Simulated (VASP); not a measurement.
Si4Sb:

```
CELL_PARAMETERS angstrom
-2.85242 2.85242 2.85242
2.85242 -2.85242 2.85242
2.85242 2.85242 -2.85242
ATOMIC_POSITIONS crystal
Si 0.00000 0.00000 0.50000
Si 0.00000 0.50000 0.00000
Si 0.50000 0.00000 0.00000
Si 0.50000 0.50000 0.50000
Sb 0.00000 0.00000 0.00000
```

| Item | Value |
| --- | --- |
| Program | VASP 6.6.1 |
| Task | relaxation of cell and atoms |
| Functional | PBE |
| Potentials or basis | VASP PAW PBE potentials, release 64 (Si, Sb) |
| Cutoff | 600 eV |
| k mesh | 4 × 4 × 4 |
| Occupations | gaussian, width 0.1 eV |
| Spin | no spin polarisation |

At the start: pressure 21.4 GPa; volume 18.57 Å³/atom.

**Question.** Where does the relaxation end?

**Answer.** Over 3 steps the energy falls by 271.8 meV/atom and the volume is 23.55 Å³/atom (+26.8 %); space group Im-3m (No. 229, to 0.05 Å).

The path:
```tsv
step	energy change (eV)	largest force (eV/Å)	pressure (GPa)	volume (Å³)
1	0.0000	0.0000	21.38	92.83
2	-1.1901	0.0000	-3.84	130.25
3	-1.3588	0.0000	-0.07	117.75
```

Final structure:
```yaml
crystal:
  lattice:
    - [-3.08766, 3.08766, 3.08766]
    - [3.08766, -3.08766, 3.08766]
    - [3.08766, 3.08766, -3.08766]
  atoms:
    - { symbol: Si, position: [0.00000, 0.00000, 0.50000] }
    - { symbol: Si, position: [0.00000, 0.50000, 0.00000] }
    - { symbol: Si, position: [0.50000, 0.00000, 0.00000] }
    - { symbol: Si, position: [0.50000, 0.50000, 0.50000] }
    - { symbol: Sb, position: [0.00000, 0.00000, 0.00000] }
```

Caveat: the k points lie up to 0.36 Å⁻¹ apart in the final cell; the volume moved by over 15 % at a fixed basis, so the end points are rough.
